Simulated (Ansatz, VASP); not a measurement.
# HfO2: VASP and Ansatz over several settings

```xyz
3
Lattice="0.0000 2.5053 2.5053 2.5053 0.0000 2.5053 2.5053 2.5053 0.0000" Properties=species:S:1:pos:R:3 pbc="T T T"
Hf    0.0000    0.0000    0.0000
O     3.7579    3.7579    3.7579
O     1.2526    1.2526    1.2526
```

Single points on this cell with VASP 6.6.1 and Ansatz 0.2.0. Each row is one pair of runs. Alike in all rows: Ansatz's potentials, cutoff: Ansatz PAW, 420 eV.

```csv
level,spin,k mesh,smearing,"VASP's potentials, cutoff","pressure (GPa), VASP","pressure (GPa), Ansatz"
PBEsol,off,9 × 9 × 9,"fermi-dirac, width 0.05 eV","VASP PAW PBE potentials, release 64 (Hf_pv, O), 520 eV",1.6,5.5
PBE+D3(BJ),"non-collinear, zero start, SOC",7 × 7 × 7,"fermi-dirac, width 0.05 eV","VASP PAW PBE potentials, release 64 (Hf_pv, O), 520 eV",6.2,9.9
PBEsol+D3(BJ)+U (Hf d U = 6.5 eV),off,9 × 9 × 9,tetrahedron,"VASP PAW PBE potentials, release 64 (Hf_pv, O), 520 eV",18.8,12.8
PBE+D4,off,9 × 9 × 9,"fermi-dirac, width 0.05 eV","VASP PAW PBE potentials, release 64 (Hf_pv, O), 520 eV",6.4,10.5
PBEsol,"non-collinear, zero start, SOC",9 × 9 × 9,"fermi-dirac, width 0.05 eV","VASP PAW PBE potentials, release 64 (Hf_pv, O), 520 eV",1.7,5.2
LDA,"non-collinear, zero start, SOC",9 × 9 × 9,"fermi-dirac, width 0.05 eV","VASP PAW LDA potentials, release 64 (Hf_pv, O), 520 eV",-4.6,-1.8
```

Pressure (GPa): the two programs differ by at most 6.06.

VASP's potentials hold 22 valence electrons a cell and Ansatz's 38, so a difference there can come from the potentials and not from the codes.

Noted on Ansatz's runs: odd divisions of the mesh miss points on the zone boundary, where band edges often lie, so the gap on the mesh can be too wide; Pulay correction over one GPa.
